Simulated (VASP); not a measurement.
Wanted: the native input for a VASP 6.6.1 run.

```yaml
Task: single point
Functional: PBE
Potentials_or_basis: VASP PAW PBE potentials, release 64 (Sn_d, O)
Cutoff: 520 eV
k_mesh: 12 × 12 × 12
Occupations: gaussian, width 0.05 eV
Spin: no spin polarisation
Dipole_correction: no
Further_INCAR_settings: ALGO = Normal; EDIFF = 1e-07; NBANDS = 20
```

The structure of SnO2 lies in POSCAR:

```
SnO2
1.0
    1.6167660720      0.9334403269      4.9182553763
   -1.6167660720      0.9334403269      4.9182553763
    0.0000000000     -1.8668806537      4.9182553763
Sn O
1 2
Direct
    0.5049182473      0.4950817527      0.5000000000
    0.2166363734      0.2531289750      0.2348826742
    0.7468710250      0.7833636266      0.7651173258
```

This cell differs from its parent crystal: atoms displaced along a vibrational mode.

One way to write it, as run:

INCAR

```
PREC     = Accurate       # precision mode
ENCUT    = 520            # plane-wave cutoff, eV
EDIFF    = 1E-7           # SCF threshold, eV
ISMEAR   = 0              # smearing method
SIGMA    = 0.05           # smearing width, eV
LREAL    = False          # projectors in reciprocal space
LASPH    = True           # aspherical terms in the spheres
NELM     = 60             # most SCF steps
ALGO     = Normal         # electronic algorithm
ISIF     = 2              # what is computed and relaxed
LWAVE    = False          # write WAVECAR
LCHARG   = True           # write CHGCAR
GGA      = PE             # functional
LELF     = True           # ELF
LVHAR    = True         
NBANDS   = 20             # bands
```

KPOINTS

```
regular mesh
0
Gamma
  12 12 12
```

Potentials or basis: VASP PAW PBE potentials, release 64 (Sn_d, O).

Launch:

```console
$ cat potpaw_PBE.64/Sn_d/POTCAR potpaw_PBE.64/O/POTCAR > POTCAR
$ mpirun -np 1 vasp_std > vasp.out
```

It gave:

```json
{
 "Pressure": "1.1 GPa",
 "Largest force": "1.050 eV/Å",
 "Band gap on the k mesh": "2.00 eV (least direct gap 2.17 eV)"
}
```

Caveat: the cell differs from its parent crystal (atoms displaced along a vibrational mode); spin-orbit coupling is left out, which moves the levels of the heavy elements; forces of over 1 eV/Å act on the atoms, so gaps and moduli don't describe the material at rest.

Wall time 12 min on 1 thread of Intel(R) Xeon(R) Platinum 8488C (Sapphire Rapids) (shared host), peak memory 0.53 GiB.
